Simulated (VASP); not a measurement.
Set up this calculation in VASP 6.6.1, as the native input.

```
Task                   : single point
Functional             : PBE
Potentials or basis    : VASP PAW PBE potentials, release 64 (Ni)
Cutoff                 : 520 eV
k mesh                 : 19 × 19 × 19
Occupations            : fermi-dirac, width 0.05 eV
Spin                   : collinear spin, ferromagnetic start
Starting moments       : [1.0] μB
Dipole correction      : no
Further INCAR settings : ALGO = Normal; EDIFF = 1e-07; NBANDS = 15
```

The structure of Ni lies in POSCAR:

```
Ni
1.0
   -1.2998711868      1.2998711868      1.2998711868
    1.2998711868     -1.2998711868      1.2998711868
    1.2998711868      1.2998711868     -1.2998711868
Ni
1
Direct
    0.0000000000      0.0000000000      0.0000000000
```

This isn't the form of Ni at room conditions, which is fcc.

The input as run:

INCAR

```
SYSTEM = Ni
PREC = Accurate ; ENCUT = 520
EDIFF = 1E-7 ; ISMEAR = -1
SIGMA = 0.05 ; LREAL = .FALSE.
LASPH = .TRUE. ; NELM = 150
ALGO = Normal ; ISIF = 2
LWAVE = .FALSE. ; LCHARG = .FALSE.
ISPIN = 2 ; MAGMOM = 1
LORBIT = 11 ; LMAXMIX = 4
GGA = PE ; NBANDS = 15
```

KPOINTS

```
Automatic mesh
0
G
  19 19 19
  0 0 0
```

Potentials or basis: VASP PAW PBE potentials, release 64 (Ni).

Run with:

```bash
$ cat potpaw_PBE.64/Ni/POTCAR > POTCAR
$ mpirun -np 1 vasp_std > vasp.out
```

Results of the run:

```
Pressure                                              : 71.4 GPa
Net moment                                            : 0.21 μB per cell
Site moments                                          : Ni +0.21 μB
Valence electrons inside the program's atomic spheres : Ni 9.79
```

Caveat: the cell stands under pressure.

Wall time 100 s on 1 thread of Intel Xeon 8259CL, with other jobs on the host, peak memory 0.16 GiB.
